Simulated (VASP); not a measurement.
# C (P-1) in VASP: notebook

C is run at these levels: PBE; tasks: single point.

Everything below comes from runs of VASP 6.6.1. Logs are shortened: lines on timing, memory, paths and dates and some standing lists are left out, and cuts for length are marked.

## (1) The cell of the first run

The typed cell holds 2 atoms: a = 2.558 Å, b = 2.583 Å, c = 2.552 Å, α = 60.12°, β = 59.54°, γ = 57.57°.

## (2) Single point, PBE

INCAR

```
SYSTEM = C
PREC = Accurate ; ENCUT = 520
EDIFF = 1E-6 ; ISMEAR = 0
SIGMA = 0.01 ; LREAL = .FALSE.
LASPH = .TRUE. ; NELM = 60
ALGO = Normal ; ISIF = 2
LWAVE = .FALSE. ; LCHARG = .FALSE.
GGA = PE ; NBANDS = 11
```

KPOINTS

```
regular mesh
0
G
  6 6 6
  0 0 0
```

POSCAR

```
C
1.0
    0.0432300000      1.7757900000      1.8406100000
    1.7902000000      0.0218200000      1.8620200000
    1.8008200000      1.8078200000      0.0112000000
C
2
Direct
    0.9833154804      0.0200844164      1.0051737207
    0.2429700000      0.2311100000      0.2736800000
```

Potentials or basis: VASP PAW PBE potentials, release 64 (C).

On the command line:

```bash
$ cat potpaw_PBE.64/C/POTCAR > POTCAR
$ mpirun -np 1 vasp_std > vasp.out
```

OUTCAR:

```text
SYSTEM = C
   PREC = Accurate
   ENCUT = 520
   EDIFF = 1E-6
   ISMEAR = 0
   LREAL = .FALSE.
   LASPH = .TRUE.
   NELM = 60
   ISIF = 2
   GGA = PE

 ion  position               nearest neighbor table
   1  0.983  0.020  0.005-   2 1.52   2 1.53   2 1.56   2 1.64
   2  0.243  0.231  0.274-   1 1.52   1 1.53   1 1.56   1 1.64

  Warning from LATTYP: Got some problem with cell dimensions!
  Tried to take original basis but could not verify dimensions!
  LATTYP: Found a triclinic cell.
 ALAT       =     2.5579570225
 B/A-ratio  =     0.9975629663
 C/A-ratio  =     0.9678176462
 COS(alpha) =     0.0039010924
 COS(beta)  =     0.4737023432
 COS(gamma) =     0.5069208600

  Lattice vectors:

 A1 = (   0.0432300000,   1.7757900000,   1.8406100000)
 A2 = (   1.8008200000,   1.8078200000,   0.0112000000)
 A3 = (  -1.7469700000,   1.7539700000,  -0.0214100000)

Analysis of symmetry for initial positions (statically):
=====================================================================
 Subroutine PRICEL returns:
 Original cell was already a primitive cell.

 Routine SETGRP: Setting up the symmetry group for a
 triclinic supercell.

 Subroutine GETGRP returns: Found  2 space group operations
 (whereof  1 operations were pure point group operations)
 out of a pool of  2 trial point group operations.

The static configuration has the point symmetry C_1 .
 The point group associated with its full space group is S_2 .

Analysis of symmetry for dynamics (positions and initial velocities):
=====================================================================
 Subroutine PRICEL returns:
 Original cell was already a primitive cell.

 Routine SETGRP: Setting up the symmetry group for a
 triclinic supercell.

 Subroutine GETGRP returns: Found  2 space group operations
 (whereof  1 operations were pure point group operations)
 out of a pool of  2 trial point group operations.

The dynamic configuration has the point symmetry C_1 .
 The point group associated with its full space group is S_2 .

 Subroutine INISYM returns: Found  2 space group operations
 (whereof  1 operations are pure point group operations),
 and found     1 'primitive' translations

----------------------------------------------------------------------------------------

                                     Primitive cell

  volume of cell :      11.6579

  direct lattice vectors                    reciprocal lattice vectors
     0.043230000  1.775790000  1.840610000    -0.288725978  0.285909016  0.274239112
     1.790200000  0.021820000  1.862020000     0.283720819 -0.284280128  0.267605065
     1.800820000  1.807820000  0.011200000     0.280186034  0.275740184 -0.272610224

  length of vectors
     2.557957023  2.583100972  2.551723195     0.490218060  0.482623212  0.478386034

  position of ions in fractional coordinates (direct lattice)
     0.983315480  0.020084416  0.005173721
     0.242970000  0.231110000  0.273680000

  ion indices of the primitive-cell ions
   primitive index   ion index
                 1           1
                 2           2

----------------------------------------------------------------------------------------

 KPOINTS: regular mesh

Automatic generation of k-mesh.
 Grid dimensions read from file:
 generate k-points for:    6    6    6

 Generating k-lattice:

  Cartesian coordinates                     Fractional coordinates (reciprocal lattice)
    -0.048120996  0.047651503  0.045706519     0.166666667  0.000000000  0.000000000
     0.047286803 -0.047380021  0.044600844     0.000000000  0.166666667  0.000000000
     0.046697672  0.045956697 -0.045435037     0.000000000  0.000000000  0.166666667

  Length of vectors
     0.081703010  0.080437202  0.079731006

  Shift w.r.t. Gamma in fractional coordinates (k-lattice)
     0.000000000  0.000000000  0.000000000

 Subroutine IBZKPT returns following result:
 ===========================================

 Found    112 irreducible k-points:

 Following reciprocal coordinates:
            Coordinates               Weight
  0.000000  0.000000  0.000000      1.000000
  0.166667  0.000000 -0.000000      2.000000
  0.333333 -0.000000 -0.000000      2.000000
  0.500000  0.000000 -0.000000      1.000000
  0.000000  0.166667  0.000000      2.000000
  0.166667  0.166667 -0.000000      2.000000
[... 16 lines left out ...]
  0.333333 -0.000000  0.166667      2.000000
  0.500000 -0.000000  0.166667      2.000000
 [... further k-points ...]
   k-points           NKPTS =    112   k-points in BZ     NKDIM =    112   number of bands    NBANDS=     11
   number of dos      NEDOS =    301   number of ions     NIONS =      2
   total plane-waves  NPLWV =   8000
   dimension x,y,z NGX =    20 NGY =   20 NGZ =   20
   dimension x,y,z NGXF=    40 NGYF=   40 NGZF=   40
   ions per type =               2
   NGX,Y,Z   is equivalent  to a cutoff of  13.00, 12.87, 13.03 a.u.
   NGXF,Y,Z  is equivalent  to a cutoff of  26.00, 25.74, 26.06 a.u.
 SYSTEM =  C
   PREC   = accura    normal or accurate (medium, high low for compatibility)
   ISTART =      0    job   : 0-new  1-cont  2-samecut
   ICHARG =      2    charge: 1-file 2-atom 10-const
   ISPIN  =      1    spin polarized calculation?
   LNONCOLLINEAR =      F non collinear calculations
   LSORBIT =      F    spin-orbit coupling
   LASPH  =      T    aspherical Exc in radial PAW
   ENCUT  =  520.0 eV  38.22 Ry    6.18 a.u.   4.76  4.80  4.74*2*pi/ulx,y,z
   NELM   =     60;   NELMIN=  2; NELMDL= -5     # of ELM steps
   EDIFF  = 0.1E-05   stopping-criterion for ELM
   LREAL  =      F    real-space projection
   EDIFFG = 0.1E-04   stopping-criterion for IOM
   NSW    =      0    number of steps for IOM
   IBRION =     -1    ionic relax: 0-MD 1-quasi-New 2-CG
   NFREE  =      0    steps in history (QN), initial steepest desc. (CG)
   ISIF   =      2    stress and relaxation
   ISYM   =      2    0-nonsym 1-usesym 2-fastsym
   POTIM  = 0.5000    time-step for ionic-motion
   TEBEG  =    0.0;   TEEND  =   0.0 temperature during run
   PSTRESS=    0.0 pullay stress
   NELECT =       8.0000    total number of electrons
   NUPDOWN=      -1.0000    fix difference up-down
   EMIN   =  10.00;   EMAX   =-10.00  energy-range for DOS
   EFERMI =   0.00;   METHOD = LEGACY
   ISMEAR =     0;   SIGMA  =   0.01  broadening in eV -4-tet -1-fermi 0-gaus
   EFERMI_NEDOS =   21; number of points for ismear=-14 and -15
   IALGO  =     38    algorithm
   IMIX   =      4    mixing-type and parameters
     AMIX     =   0.40;   BMIX     =  1.00
     AMIX_MAG =   1.60;   BMIX_MAG =  1.00
  volume/ion in A,a.u.               =       5.83        39.34
  Fermi-wavevector in a.u.,A,eV,Ry     =   1.443990  2.728745 28.369595  2.085106
  Thomas-Fermi vector in A             =   2.562335
   LORBIT       =      0    0 simple, 1 ext, 2 COOP (PROOUT), +10 PAW based schemes
   GGA     = PE    functional components
   LHFCALC =     F    Hartree Fock is set to
   AEXX    =    0.0000 exact exchange contribution
   IVDW    =     0    specifies the selected vdW correction
   LEPSILON=     F    determine dielectric tensor
   LRPA    =     F    only Hartree local field effects (RPA)
 non-spin polarized calculation
 Gauss-broadening in eV      SIGMA  =   0.01
  energy-cutoff  :      520.00
  volume of cell :       11.66
 maximum number of plane-waves:       324
   NGX =  9   NGY =  9   NGZ =  9

 number of electron       8.0000000 magnetization

 Free energy of the ion-electron system (eV)
  ---------------------------------------------------
  ext. energy  EPLUGINS =         0.00000000
  ---------------------------------------------------
  free energy    TOTEN  =       -18.00354354 eV

  energy without entropy =      -18.00354354  energy(sigma->0) =      -18.00354354

 E-fermi :  11.0093     XC(G=0): -13.1168

 val. band max:       10.8662906316   @ k =   0.0000   0.0000   0.0000
 cond. band min:      13.0334324132   @ k =   0.0000   0.3333   0.3333
 fundamental gap:      2.1671417816
 Fermi energy:        11.0092634837

 k-point     1 :       0.0000    0.0000    0.0000
  band No.  band energies     occupation
      1     -11.7826      2.00000
      2       8.4722      2.00000
      3       8.7796      2.00000
      4      10.8663      2.00000
      5      13.7527      0.00000
      6      14.8910      0.00000
      7      15.8818      0.00000
      8      22.0679      0.00000
      9      28.2741      0.00000
     10      34.4513      0.00000
     11      35.0223      0.00000

 k-point     2 :       0.1667    0.0000   -0.0000
  band No.  band energies     occupation
      1     -11.0004      2.00000
      2       5.6229      2.00000
      3       7.7428      2.00000
      4       9.0646      2.00000
      5      14.8978      0.00000
      6      16.4419      0.00000
      7      17.1796      0.00000
      8      22.9158      0.00000
      9      29.1907      0.00000
     10      31.1285      0.00000
     11      31.9846      0.00000

 k-point     3 :       0.3333   -0.0000   -0.0000
  band No.  band energies     occupation
      1      -8.6999      2.00000
      2       0.2808      2.00000
      3       6.4863      2.00000
      4       7.4306      2.00000
      5      15.5742      0.00000
      6      17.7868      0.00000
      7      18.6150      0.00000
      8      24.4090      0.00000
      9      29.5350      0.00000
     10      31.3335      0.00000
     11      32.5276      0.00000

 k-point     4 :       0.5000    0.0000   -0.0000
  band No.  band energies     occupation
      1      -5.7348      2.00000
      2      -3.8737      2.00000
      3       6.0221      2.00000
      4       6.8765      2.00000
      5      15.5636      0.00000
      6      17.9315      0.00000
      7      18.9924      0.00000
      8      24.8296      0.00000
      9      30.5639      0.00000
     10      33.1427      0.00000
     11      33.4251      0.00000

 k-point     5 :       0.0000    0.1667    0.0000
  band No.  band energies     occupation
      1     -11.0254      2.00000
      2       6.2973      2.00000
      3       7.7615      2.00000
      4       8.0436      2.00000
      5      15.8606      0.00000
      6      16.1971      0.00000
      7      16.8223      0.00000
      8      22.5897      0.00000
      9      29.4208      0.00000
     10      31.9879      0.00000
     11      32.5293      0.00000
[... 211 lines left out ...]
 k-point    21 :      -0.0000    0.0000    0.1667
  band No.  band energies     occupation
      1     -11.0405      2.00000
      2       5.1954      2.00000
      3       7.6962      2.00000
      4       9.5455      2.00000
      5      15.2382      0.00000
      6      16.2518      0.00000
      7      17.5558      0.00000
      8      22.8402      0.00000
      9      29.0644      0.00000
     10      30.9286      0.00000
     11      32.8153      0.00000

 k-point    22 :       0.1667    0.0000    0.1667
  band No.  band energies     occupation
      1     -10.7586      2.00000
      2       6.3889      2.00000
      3       6.4737      2.00000
      4       7.8735      2.00000
      5      13.9535      0.00000
      6      17.7047      0.00000
      7      18.9057      0.00000
      8      21.5777      0.00000
      9      28.8291      0.00000
     10      30.4185      0.00000
     11      36.1198      0.00000

 k-point    23 :       0.3333   -0.0000    0.1667
  band No.  band energies     occupation
      1      -8.9451      2.00000
      2       2.3455      2.00000
      3       5.3680      2.00000
      4       6.0360      2.00000
      5      14.8572      0.00000
      6      19.3301      0.00000
      7      20.2516      0.00000
      8      20.7218      0.00000
      9      29.6586      0.00000
     10      31.2406      0.00000
     11      35.8427      0.00000

 k-point    24 :       0.5000   -0.0000    0.1667
  band No.  band energies     occupation
      1      -5.8411      2.00000
      2      -2.4852      2.00000
      3       4.1298      2.00000
      4       5.5631      2.00000
      5      15.6915      0.00000
      6      19.4718      0.00000
      7      20.3075      0.00000
      8      23.1517      0.00000
      9      29.3812      0.00000
     10      32.6960      0.00000
     11      35.6682      0.00000

 [... further k-points ...]
[... 5 lines left out ...]
  --------------------------------------------------------------------------------------
  -------------------------------------------------------------------------------------
  Total        0.4868755      0.2324859     -2.2149736     -1.2874799      0.1954592     -0.7221955
  in kB       66.9123584     31.9510502   -304.4086571   -176.9411721     26.8623852    -99.2529085
  external PRESSURE =     -68.5150828 kB  Pullay stress =       0.0000000 kB

 VOLUME and BASIS-vectors are now :
 -----------------------------------------------------------------------------
  energy-cutoff  :      520.00
  volume of cell :       11.66
      direct lattice vectors                 reciprocal lattice vectors
     0.043230000  1.775790000  1.840610000    -0.288725978  0.285909016  0.274239112
     1.790200000  0.021820000  1.862020000     0.283720819 -0.284280128  0.267605065
     1.800820000  1.807820000  0.011200000     0.280186034  0.275740184 -0.272610224

 POSITION                                       TOTAL-FORCE (eV/Angst)
 -----------------------------------------------------------------------------------
      0.08778      1.75595      1.84736        -1.070069      1.644723     -1.532847
      0.91709      0.93127      0.88061         1.070069     -1.644723      1.532847
 -----------------------------------------------------------------------------------
    total drift:                                0.000000      0.000001      0.000001

  FREE ENERGIE OF THE ION-ELECTRON SYSTEM (eV)
  ---------------------------------------------------
  free  energy   TOTEN  =       -18.0035435386 eV

  energy  without entropy=      -18.0035435386  energy(sigma->0) =      -18.00354354
```

Wall time 5.2 s (1 thread of Intel Xeon 6975P-C (Granite Rapids), shared host); peak memory 0.12 GiB.

Results:

```yaml
Free_energy: -18.0035 eV
Pressure: -6.9 GPa
Largest_force: 2.490 eV/Å
Band_gap_on_the_k_mesh: 2.17 eV, indirect (least direct gap 2.89 eV)
```

Forces in eV/Å, atoms in the order of the input:
```
C   -1.070  1.645 -1.533
C    1.070 -1.645  1.533
```

Caveat: the k points lie up to 0.51 Å⁻¹ apart; forces of over 1 eV/Å act on the atoms, so gaps and moduli don't describe the material at rest. A k mesh can miss the band edges.

(Part 1 of 2 ends here.)
